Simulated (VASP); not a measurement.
# SnSe2 (P-3m1) in VASP: further runs

The runs below take SnSe2 through single point, relaxation of cell and atoms, with PBE+D3(BJ).

Everything below comes from runs of VASP 6.6.1. Logs are shortened: lines on timing, memory, paths and dates and some standing lists are left out, and cuts for length are marked.

**1. The cell of the first run**

Symmetry: P-3m1, No. 164, trigonal system. Conventional cell: a = 3.839 Å, b = 3.839 Å, c = 6.012 Å, α = 90.00°, β = 90.00°, γ = 120.00°. Within 3.6 Å of Sn (site symmetry -3m) lie 6 Se at 2.73 Å. Within 3.6 Å of Se (site symmetry 3m) lie 3 Sn at 2.73 Å and 3 Se at 3.59 Å.

**2. Single point, PBE+D3(BJ)**

The input, INCAR:

```
SYSTEM = SnSe2
  PREC = Accurate
  ENCUT = 520
  EDIFF = 1E-7
  ISMEAR = 0
  SIGMA = 0.02
  LREAL = .False.
  LASPH = .True.
  NELM = 80
  ALGO = Normal
  ISIF = 2
  LWAVE = .False.
  LCHARG = .False.
  GGA = PE
  IVDW = 12
  NBANDS = 20
```

The input, KPOINTS:

```
regular mesh
0
Gamma
  12 12 6
  0 0 0
```

The input, POSCAR:

```
SnSe2
1.0
    3.8390485964      0.0000000000      0.0000000000
   -1.9195242982      3.3247136108      0.0000000000
    0.0000000000      0.0000000000      6.0116310577
Sn Se
1 2
Direct
    0.0000000000      0.0000000000      0.0000000000
    0.3333333333      0.6666666667      0.2651529983
    0.6666666667      0.3333333333      0.7348470017
```

Potentials or basis: VASP PAW PBE potentials, release 64 (Sn_d, Se).

Run with:

```console
> cat potpaw_PBE.64/Sn_d/POTCAR potpaw_PBE.64/Se/POTCAR > POTCAR
> mpirun -np 1 vasp_std > vasp.out
```

OUTCAR:

```text
SYSTEM = SnSe2
   PREC = Accurate
   ENCUT = 520
   EDIFF = 1E-7
   ISMEAR = 0
   LREAL = .False.
   LASPH = .True.
   NELM = 80
   ISIF = 2
   GGA = PE
   IVDW = 12
 IVDW          = 12

 ion  position               nearest neighbor table
   1  0.000  0.000  0.000-   2 2.73   3 2.73   2 2.73   3 2.73   3 2.73   2 2.73
   2  0.333  0.667  0.265-   1 2.73   1 2.73   1 2.73
   3  0.667  0.333  0.735-   1 2.73   1 2.73   1 2.73

  LATTYP: Found a hexagonal cell.
 ALAT       =     3.8390485964
 C/A-ratio  =     1.5659168950

  Lattice vectors:

 A1 = (   3.8390485964,   0.0000000000,   0.0000000000)
 A2 = (  -1.9195242982,   3.3247136108,   0.0000000000)
 A3 = (   0.0000000000,   0.0000000000,   6.0116310577)

Analysis of symmetry for initial positions (statically):
=====================================================================
 Subroutine PRICEL returns:
 Original cell was already a primitive cell.

 Routine SETGRP: Setting up the symmetry group for a
 hexagonal supercell.

 Subroutine GETGRP returns: Found 12 space group operations
 (whereof 12 operations were pure point group operations)
 out of a pool of 24 trial point group operations.

The static configuration has the point symmetry D_3d.

Analysis of symmetry for dynamics (positions and initial velocities):
=====================================================================
 Subroutine PRICEL returns:
 Original cell was already a primitive cell.

 Routine SETGRP: Setting up the symmetry group for a
 hexagonal supercell.

 Subroutine GETGRP returns: Found 12 space group operations
 (whereof 12 operations were pure point group operations)
 out of a pool of 24 trial point group operations.

The dynamic configuration has the point symmetry D_3d.

 Subroutine INISYM returns: Found 12 space group operations
 (whereof 12 operations are pure point group operations),
 and found     1 'primitive' translations

----------------------------------------------------------------------------------------

                                     Primitive cell

  volume of cell :      76.7309

  direct lattice vectors                    reciprocal lattice vectors
     3.839048596  0.000000000  0.000000000     0.260481204  0.150388893  0.000000000
    -1.919524298  3.324713611  0.000000000     0.000000000  0.300777786  0.000000000
     0.000000000  0.000000000  6.011631058     0.000000000  0.000000000  0.166344207

  length of vectors
     3.839048596  3.839048596  6.011631058     0.300777786  0.300777786  0.166344207

  position of ions in fractional coordinates (direct lattice)
     0.000000000  0.000000000  0.000000000
     0.333333333  0.666666667  0.265152998
     0.666666667  0.333333333  0.734847002

  ion indices of the primitive-cell ions
   primitive index   ion index
                 1           1
                 2           2
                 3           3

----------------------------------------------------------------------------------------

 KPOINTS: regular mesh

Automatic generation of k-mesh.
 Grid dimensions read from file:
 generate k-points for:   12   12    6

 Generating k-lattice:

  Cartesian coordinates                     Fractional coordinates (reciprocal lattice)
     0.021706767  0.012532408  0.000000000     0.083333333  0.000000000  0.000000000
     0.000000000  0.025064816  0.000000000     0.000000000  0.083333333  0.000000000
     0.000000000  0.000000000  0.027724034     0.000000000  0.000000000  0.166666667

  Length of vectors
     0.025064816  0.025064816  0.027724034

  Shift w.r.t. Gamma in fractional coordinates (k-lattice)
     0.000000000  0.000000000  0.000000000

 Subroutine IBZKPT returns following result:
 ===========================================

 Found    100 irreducible k-points:

 Following reciprocal coordinates:
            Coordinates               Weight
  0.000000  0.000000  0.000000      1.000000
  0.083333  0.000000  0.000000      6.000000
  0.166667 -0.000000  0.000000      6.000000
  0.250000 -0.000000  0.000000      6.000000
  0.333333 -0.000000  0.000000      6.000000
  0.416667  0.000000  0.000000      6.000000
[... 16 lines left out ...]
  0.166667 -0.000000  0.166667      6.000000
  0.000000  0.166667  0.166667      6.000000
 [... further k-points ...]
   k-points           NKPTS =    100   k-points in BZ     NKDIM =    100   number of bands    NBANDS=     20
   number of dos      NEDOS =    301   number of ions     NIONS =      3
   total plane-waves  NPLWV =  43200
   dimension x,y,z NGX =    30 NGY =   30 NGZ =   48
   dimension x,y,z NGXF=    60 NGYF=   60 NGZF=   96
   ions per type =               1   2
   NGX,Y,Z   is equivalent  to a cutoff of  12.99, 12.99, 13.27 a.u.
   NGXF,Y,Z  is equivalent  to a cutoff of  25.98, 25.98, 26.55 a.u.
 SYSTEM =  SnSe2
   PREC   = accura    normal or accurate (medium, high low for compatibility)
   ISTART =      0    job   : 0-new  1-cont  2-samecut
   ICHARG =      2    charge: 1-file 2-atom 10-const
   ISPIN  =      1    spin polarized calculation?
   LNONCOLLINEAR =      F non collinear calculations
   LSORBIT =      F    spin-orbit coupling
   LASPH  =      T    aspherical Exc in radial PAW
   ENCUT  =  520.0 eV  38.22 Ry    6.18 a.u.   7.14  7.14 11.18*2*pi/ulx,y,z
   NELM   =     80;   NELMIN=  2; NELMDL= -5     # of ELM steps
   EDIFF  = 0.1E-06   stopping-criterion for ELM
   LREAL  =      F    real-space projection
   EDIFFG = 0.1E-05   stopping-criterion for IOM
   NSW    =      0    number of steps for IOM
   IBRION =     -1    ionic relax: 0-MD 1-quasi-New 2-CG
   NFREE  =      0    steps in history (QN), initial steepest desc. (CG)
   ISIF   =      2    stress and relaxation
   ISYM   =      2    0-nonsym 1-usesym 2-fastsym
   POTIM  = 0.5000    time-step for ionic-motion
   TEBEG  =    0.0;   TEEND  =   0.0 temperature during run
   PSTRESS=    0.0 pullay stress
   NELECT =      26.0000    total number of electrons
   NUPDOWN=      -1.0000    fix difference up-down
   EMIN   =  10.00;   EMAX   =-10.00  energy-range for DOS
   EFERMI =   0.00;   METHOD = LEGACY
   ISMEAR =     0;   SIGMA  =   0.02  broadening in eV -4-tet -1-fermi 0-gaus
   EFERMI_NEDOS =   21; number of points for ismear=-14 and -15
   IALGO  =     38    algorithm
   IMIX   =      4    mixing-type and parameters
     AMIX     =   0.40;   BMIX     =  1.00
     AMIX_MAG =   1.60;   BMIX_MAG =  1.00
  volume/ion in A,a.u.               =      25.58       172.60
  Fermi-wavevector in a.u.,A,eV,Ry     =   1.141325  2.156791 17.723250  1.302622
  Thomas-Fermi vector in A             =   2.278025
   LORBIT       =      0    0 simple, 1 ext, 2 COOP (PROOUT), +10 PAW based schemes
   GGA     = PE    functional components
   LHFCALC =     F    Hartree Fock is set to
   AEXX    =    0.0000 exact exchange contribution
   IVDW    =    12    specifies the selected vdW correction
   LEPSILON=     F    determine dielectric tensor
   LRPA    =     F    only Hartree local field effects (RPA)
 non-spin polarized calculation
 Gauss-broadening in eV      SIGMA  =   0.02
  energy-cutoff  :      520.00
  volume of cell :       76.73
 maximum number of plane-waves:      2098
 NGX is ok and might be reduce to    30
   NGX = 15   NGY = 15   NGZ = 23

 number of electron      26.0000002 magnetization

 Free energy of the ion-electron system (eV)
  ---------------------------------------------------
  ext. energy  EPLUGINS =         0.00000000
  ---------------------------------------------------
  free energy    TOTEN  =       -11.80664410 eV

  energy without entropy =      -11.80664410  energy(sigma->0) =      -11.80664410

 E-fermi :   4.6073     XC(G=0):  -9.5630

 val. band max:        4.4452197464   @ k =   0.0833   0.0833   0.0000
 cond. band min:       4.7906507668   @ k =   0.0000   0.4167   0.3333
 fundamental gap:      0.3454310204
 Fermi energy:         4.6073422379

 k-point     1 :       0.0000    0.0000    0.0000
  band No.  band energies     occupation
      1     -16.9745      2.00000
      2     -16.9745      2.00000
      3     -16.9403      2.00000
      4     -16.9291      2.00000
      5     -16.9291      2.00000
      6      -9.5143      2.00000
[... 12 lines left out ...]
     19      13.3036      0.00000
     20      13.3036      0.00000

 k-point     2 :       0.0833    0.0000    0.0000
  band No.  band energies     occupation
      1     -16.9770      2.00000
      2     -16.9720      2.00000
      3     -16.9385      2.00000
      4     -16.9308      2.00000
      5     -16.9289      2.00000
      6      -9.4481      2.00000
[... 12 lines left out ...]
     19      12.6375      0.00000
     20      13.3554      0.00000

 k-point     3 :       0.1667   -0.0000    0.0000
  band No.  band energies     occupation
      1     -16.9848      2.00000
      2     -16.9658      2.00000
      3     -16.9366      2.00000
      4     -16.9317      2.00000
      5     -16.9279      2.00000
      6      -9.2537      2.00000
[... 12 lines left out ...]
     19      12.3598      0.00000
     20      13.4622      0.00000

 k-point     4 :       0.2500   -0.0000    0.0000
  band No.  band energies     occupation
      1     -16.9965      2.00000
      2     -16.9592      2.00000
      3     -16.9415      2.00000
      4     -16.9246      2.00000
      5     -16.9243      2.00000
      6      -8.9471      2.00000
[... 12 lines left out ...]
     19      12.4543      0.00000
     20      13.9042      0.00000

 k-point     5 :       0.3333   -0.0000    0.0000
  band No.  band energies     occupation
      1     -17.0090      2.00000
      2     -16.9553      2.00000
      3     -16.9464      2.00000
      4     -16.9185      2.00000
      5     -16.9163      2.00000
      6      -8.5630      2.00000
[... 12 lines left out ...]
     19      13.2557      0.00000
     20      14.4789      0.00000
[... 353 lines left out ...]
      6      -9.3916      2.00000
[... 12 lines left out ...]
     19      12.6695      0.00000
     20      13.3586      0.00000

 k-point    22 :       0.0000    0.0833    0.1667
  band No.  band energies     occupation
      1     -16.9770      2.00000
      2     -16.9720      2.00000
      3     -16.9385      2.00000
      4     -16.9308      2.00000
      5     -16.9289      2.00000
      6      -9.3915      2.00000
[... 12 lines left out ...]
     19      12.5377      0.00000
     20      12.9712      0.00000

 k-point    23 :       0.1667   -0.0000    0.1667
  band No.  band energies     occupation
      1     -16.9848      2.00000
      2     -16.9658      2.00000
      3     -16.9366      2.00000
      4     -16.9317      2.00000
      5     -16.9279      2.00000
      6      -9.1987      2.00000
[... 12 lines left out ...]
     19      12.7943      0.00000
     20      13.1429      0.00000

 k-point    24 :       0.0000    0.1667    0.1667
  band No.  band energies     occupation
      1     -16.9848      2.00000
      2     -16.9658      2.00000
      3     -16.9367      2.00000
      4     -16.9317      2.00000
      5     -16.9279      2.00000
      6      -9.1983      2.00000
[... 12 lines left out ...]
     19      12.1535      0.00000
     20      13.1168      0.00000

 [... further k-points ...]

------------------------ aborting loop because EDIFF is reached ----------------------------------------

 Edisp (eV)   -1.09176

 E8    (eV) :    -0.4779

  FORCE on cell =-STRESS in cart. coord.  units (eV):
  Direction    XX          YY          ZZ          XY          YZ          ZX
  --------------------------------------------------------------------------------------
  -------------------------------------------------------------------------------------
  Total       0.03443     0.03443     0.02921     0.00000    -0.00000     0.00000
  in kB       0.71889     0.71889     0.60998     0.00000    -0.00000     0.00000
  external pressure =        0.68 kB  Pullay stress =        0.00 kB

 VOLUME and BASIS-vectors are now :
 -----------------------------------------------------------------------------
  energy-cutoff  :      520.00
  volume of cell :       76.73
      direct lattice vectors                 reciprocal lattice vectors
     3.839048596  0.000000000  0.000000000     0.260481204  0.150388893  0.000000000
    -1.919524298  3.324713611  0.000000000     0.000000000  0.300777786  0.000000000
     0.000000000  0.000000000  6.011631058     0.000000000  0.000000000  0.166344207

 POSITION                                       TOTAL-FORCE (eV/Angst)
 -----------------------------------------------------------------------------------
      0.00000      0.00000      0.00000        -0.000000      0.000000      0.000000
     -0.00000      2.21648      1.59400        -0.000000      0.000000      0.013403
      1.91952      1.10824      4.41763         0.000000      0.000000     -0.013403
 -----------------------------------------------------------------------------------
    total drift:                                0.000000      0.000000     -0.000000

  FREE ENERGIE OF THE ION-ELECTRON SYSTEM (eV)
  ---------------------------------------------------
  free  energy   TOTEN  =       -12.8984073111 eV

  energy  without entropy=      -12.8984073111  energy(sigma->0) =      -12.89840731
```

Wall time 2.6 min (1 thread of Intel Xeon Platinum 8259CL at 2.50GHz (Skylake/Cascade Lake), shared host); peak memory 0.3 GiB.

Results:

```
Free energy                : -12.8984 eV
Pressure                   : 0.1 GPa
Largest force              : 0.013 eV/Å
Band gap on the k mesh     : 0.35 eV (least direct gap 0.82 eV)
Dispersion energy per atom : -0.364 eV
```

Forces in eV/Å, atoms in the order of the input:
```
Sn   0.000  0.000  0.000
Se   0.000  0.000  0.013
Se   0.000  0.000 -0.013
```

Caveat: spin-orbit coupling is left out, which moves the levels of the heavy elements. A k mesh can miss the band edges.

**3. Relaxation of cell and atoms, PBE+D3(BJ)**

The input, INCAR:

```
SYSTEM = SnSe2
PREC = Accurate ; ENCUT = 600
EDIFF = 1E-6 ; ISMEAR = 0
SIGMA = 0.02 ; LREAL = .False.
LASPH = .True. ; NELM = 100
ALGO = Normal ; ISIF = 3
LWAVE = .False. ; LCHARG = .False.
GGA = PE ; IVDW = 12
IBRION = 2 ; NSW = 100
EDIFFG = -0.005
```

KPOINTS is that of step 2.

POSCAR is that of step 2.

Potentials or basis: VASP PAW PBE potentials, release 64 (Sn_d, Se).

Run with:

```console
> cat potpaw_PBE.64/Sn_d/POTCAR potpaw_PBE.64/Se/POTCAR > POTCAR
> mpirun -np 1 vasp_std > vasp.out
```

It took 3.5 min on 1 thread of Intel Xeon Platinum 8259CL at 2.50GHz (Skylake/Cascade Lake), shared host; peak memory 0.34 GiB.

Results (log left out):

```
Free energy                           : -12.8984 eV
Relaxed volume                        : 25.60 Å³/atom
Relaxed cell                          : a = 3.840 Å, b = 3.840 Å, c = 6.014 Å, α = 90.00°, β = 90.00°, γ = 120.00°
Space group after relaxing (to 0.1 Å) : P-3m1 (No. 164)
Energy gained by relaxing             : 0.0 meV/atom
Ionic steps                           : 3
Pressure after relaxing               : 0.0 GPa
Band gap on the k mesh                : 0.34 eV (least direct gap 0.82 eV)
Dispersion energy per atom            : -0.364 eV
```

Final structure:
```
Sn Se
1.0
     3.84046    0.00000    0.00000
    -1.92023    3.32594    0.00000
     0.00000    0.00000    6.01361
Sn Se
1 2
Direct
  0.00000 0.00000 0.00000
  0.33333 0.66667 0.26521
  0.66667 0.33333 0.73479
```

Levels at points of the mesh, in eV from the valence-band top:
| k point | band 9 | band 10 | band 11 | band 12 | band 13 | band 14 | band 15 | band 16 | band 17 |
| --- | --- | --- | --- | --- | --- | --- | --- | --- | --- |
| (0.00, 0.00, 0.00) | -0.74 | -0.74 | -0.57 | -0.57 | -0.14 | 0.68 | 2.90 | 4.46 | 4.46 |
| (0.50, 0.00, 0.00) | -4.37 | -3.25 | -2.68 | -1.70 | -0.40 | 1.09 | 3.48 | 4.87 | 4.99 |
| (0.00, 0.00, 0.50) | -2.46 | -0.91 | -0.91 | -0.31 | -0.31 | 2.37 | 2.75 | 4.08 | 4.08 |
| (0.50, 0.00, 0.50) | -5.03 | -2.40 | -2.07 | -1.12 | -1.01 | 0.58 | 3.87 | 4.50 | 5.71 |

Caveat: spin-orbit coupling is left out, which moves the levels of the heavy elements. A k mesh can miss the band edges.

[end of part 1 of 2]
